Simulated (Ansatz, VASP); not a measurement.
# NaLa in VASP and in Ansatz

```
Na La
1.0
     3.42594    0.00000    0.00000
    -1.71297    2.96694    0.00000
     0.00000    0.00000    7.18424
Na La
1 1
Direct
  0.00000 0.00000 0.00000
  0.33333 0.66667 0.50000
```

Alike in both runs: task single point; functional b88 exchange, pbe correlation; k mesh 7 × 7 × 4; no spin polarisation.

```csv
,VASP,Ansatz
version,VASP 6.6.1,Ansatz 0.2.0
potentials or method,"VASP PAW PBE potentials, release 64 (Na_pv, La), cutoff 500 eV","plane waves, PAW"
occupations,"gaussian, width 0.1 eV",gaussian
valence electrons in the cell,18,20
```

```tsv
	VASP	Ansatz	Ansatz less VASP
pressure (GPa)	0.4	0.4	+0.02
traceless stress, the component that is largest in VASP (GPa)	-2.79	-2.79	+0.003
```

VASP's potentials were made for PBE, not for b88 exchange, pbe correlation. VASP's potentials hold 18 valence electrons a cell and Ansatz's 20, so a difference there can come from the potentials and not from the codes. Ansatz's warnings: structure snapped to symmetry.

Neither program's run includes spin-orbit coupling.
